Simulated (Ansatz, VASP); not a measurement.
MgO: VASP beside Ansatz

POSCAR

```
MgO
1.0
    0.0000000000      2.1351500000      2.1351500000
    2.1351500000      0.0000000000      2.1351500000
    2.1351500000      2.1351500000      0.0000000000
Mg O
1 1
Direct
    0.0292719481     -0.0292719481      0.0292719481
    0.5000000000      0.5000000000      0.5000000000
```

The input INCAR.step1:

```
PREC     = Accurate       # precision mode
ENCUT    = 660            # plane-wave cutoff, eV
ISMEAR   = 0              # smearing method
SIGMA    = 0.05           # smearing width, eV
LREAL    = F              # projectors in reciprocal space
LASPH    = T              # aspherical terms in the spheres
NELM     = 120            # most SCF steps
NBANDS   = 15             # bands
GGA      = PE             # functional
ALGO     = Normal         # electronic algorithm
EDIFF    = 1E-5           # SCF threshold, eV
LWAVE    = T              # write WAVECAR
LCHARG   = F              # write CHGCAR
GGA_COMPAT= F
```

Contents of INCAR.step2:

```
PREC     = Accurate       # precision mode
ENCUT    = 660            # plane-wave cutoff, eV
EDIFF    = 1E-6           # SCF threshold, eV
ISMEAR   = 0              # smearing method
SIGMA    = 0.05           # smearing width, eV
LREAL    = F              # projectors in reciprocal space
LASPH    = T              # aspherical terms in the spheres
NELM     = 120            # most SCF steps
ALGO     = Normal         # electronic algorithm
ISIF     = 2              # what is computed and relaxed
LWAVE    = F              # write WAVECAR
LCHARG   = T              # write CHGCAR
METAGGA  = R2SCAN         # meta-GGA
LMIXTAU  = T            
LELF     = T              # ELF
LVHAR    = T            
NBANDS   = 15             # bands
ISTART   = 1            
GGA_COMPAT= F
```

Contents of KPOINTS:

```
regular mesh
0
Gamma
  10 10 10
```

Input for Ansatz:

```yaml
crystal:
  lattice:
    - [0.0, 2.13515, 2.13515]
    - [2.13515, 0.0, 2.13515]
    - [2.13515, 2.13515, 0.0]
  atoms:
    - { symbol: Mg, position: [0.0292719481, -0.0292719481, 0.0292719481] }
    - { symbol: O, position: [0.5, 0.5, 0.5] }
basis:
  ecutwfc: 500
kpoints:
  mp_grid: { grid: [10, 10, 10] }
hamiltonian:
  xc: r2scan
scf:
  occupations: { method: gaussian, width: 0.05 }
output:
  forces: true
  stress: true
  eigenvalues: true
```

Change from the starting cell: all Mg atoms moved +0.125 Å, as atom 1 along Cartesian [0 1 0].

Alike in both runs: task single point; functional r2SCAN; k mesh 10 × 10 × 10; occupations gaussian, width 0.05 eV; no spin polarisation.

```csv
,VASP,Ansatz
version,VASP 6.6.1,Ansatz 0.2.0
potentials or method,"VASP PAW PBE potentials, release 64 (Mg_sv, O), cutoff 660 eV","scalar-relativistic, plane waves, PAW"
valence electrons in the cell,16,16
```

|  | VASP | Ansatz | Ansatz less VASP |
| --- | --- | --- | --- |
| gap on the k mesh at the Fermi level (eV) | 5.25 | 5.22 | -0.032 |
| least direct gap on the mesh (eV) | 5.25 | 5.22 | -0.032 |
| pressure (GPa) | -6.1 | -5.7 | +0.36 |
| traceless stress, the component that is largest in VASP (GPa) | 3.30 | 3.24 | -0.069 |
| rms of the force components (eV/Å) | 0.369 | 0.361 | -0.0073 |

VASP's potentials were made for PBE, not for r2SCAN. Atom by atom the forces differ by 0.007 eV/Å (rms over components). The functional is the same, so the differences come from potentials, cutoffs and numerics.
